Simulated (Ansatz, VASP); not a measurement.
## LiF in VASP and in Ansatz

The input POSCAR:

```
LiF
1.0
    0.0000000000      2.0547178897      2.0547178897
    2.0547178897      0.0000000000      2.0547178897
    2.0547178897      2.0547178897      0.0000000000
Li F
1 1
Direct
    0.0000000000      0.0000000000      0.0000000000
    0.5000000000      0.5000000000      0.5000000000
```

File INCAR.step1:

```
SYSTEM = LiF
ALGO = Normal ; EDIFF = 1E-5
ENCUT = 910 ; GGA = PE
GGA_COMPAT = .False. ; ISMEAR = 0
LASPH = .True. ; LCHARG = .False.
LREAL = .False. ; LWAVE = .True.
NBANDS = 12 ; NELM = 120
PREC = Accurate ; SIGMA = 0.01
```

INCAR.step2

```
SYSTEM = LiF
ALGO = Normal ; EDIFF = 1E-6
ENCUT = 910 ; GGA_COMPAT = .False.
ISIF = 2 ; ISMEAR = 0
ISTART = 1 ; LASPH = .True.
LCHARG = .True. ; LELF = .True.
LMIXTAU = .True. ; LREAL = .False.
LVHAR = .True. ; LWAVE = .False.
METAGGA = R2SCAN ; NBANDS = 12
NELM = 120 ; PREC = Accurate
SIGMA = 0.01
```

Contents of KPOINTS:

```
k-points
0
Gamma
  10 10 10
  0 0 0
```

Input for Ansatz:

```yaml
crystal:
  lattice:
    - [0.0, 2.0547178897, 2.0547178897]
    - [2.0547178897, 0.0, 2.0547178897]
    - [2.0547178897, 2.0547178897, 0.0]
  atoms:
    - { symbol: Li, position: [0.0, 0.0, 0.0] }
    - { symbol: F, position: [0.5, 0.5, 0.5] }
kpoints:
  mp_grid: { grid: [10, 10, 10] }
  band_path:
    path:
      - [0.0, 0.0, 0.0]
      - [0.5, 0.0, 0.5]
      - [0.625, 0.25, 0.625]
      - [0.375, 0.375, 0.75]
      - [0.5, 0.5, 0.5]
      - [0.5, 0.25, 0.75]
      - [-0.0625, 0.0, 0.0625]
    npoints: 1
hamiltonian:
  xc: r2scan
scf:
  occupations: { method: fixed }
  n_extra_bands: 4
output:
  forces: true
  stress: true
  eigenvalues: true
```

Change from the starting cell: hydrostatic strain +3.0%.

Alike in both runs: task single point; functional r2SCAN; k mesh 10 × 10 × 10; no spin polarisation.

```csv
,VASP,Ansatz
version,VASP 6.6.1,Ansatz 0.2.0
potentials or method,"VASP PAW PBE potentials, release 64 (Li_sv, F_h)","plane waves, PAW"
plane-wave cutoff (eV),910,500
occupations,"gaussian, width 0.01 eV",fixed
valence electrons in the cell,10,10
```

|  | VASP | Ansatz | Ansatz less VASP |
| --- | --- | --- | --- |
| gap on the k mesh at the Fermi level (eV) | 9.70 | 9.52 | -0.176 |

VASP's potentials were made for PBE, not for r2SCAN.

Noted on VASP's run: the cutoff is short for stress, so the pressure is rough.
